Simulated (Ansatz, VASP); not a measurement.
**Te in VASP and in Ansatz**

```
CELL_PARAMETERS angstrom
2.17160 1.25378 1.85759
-2.17160 1.25378 1.85759
0.00000 -2.50755 1.85759
ATOMIC_POSITIONS crystal
Te 0.50000 0.50000 0.50000
```

Alike in both runs: task single point; functional PBEsol; k mesh 15 × 15 × 15; occupations gaussian, width 0.15 eV; no spin polarisation.

|  | VASP | Ansatz |
| --- | --- | --- |
| version | VASP 6.6.1 | Ansatz 0.2.0 |
| potentials or method | VASP PAW PBE potentials, release 64 (Te), cutoff 520 eV | scalar-relativistic, plane waves, PAW |
| valence electrons in the cell | 6 | 16 |

Ansatz gave:

| Item | Value |
| --- | --- |
| gap on the k mesh at the Fermi level (eV) | none |
| pressure (GPa) | 1.6 |

Task: What did VASP give for the same quantities?

Result: gap on the k mesh at the Fermi level (eV): none; pressure (GPa): 1.7.

VASP's potentials were made for PBE, not for PBEsol. A gap of «none» marks a metal or a gap that the smearing closes. VASP's potentials hold 6 valence electrons a cell and Ansatz's 16, so a difference there can come from the potentials and not from the codes.

Spin-orbit coupling is off throughout.
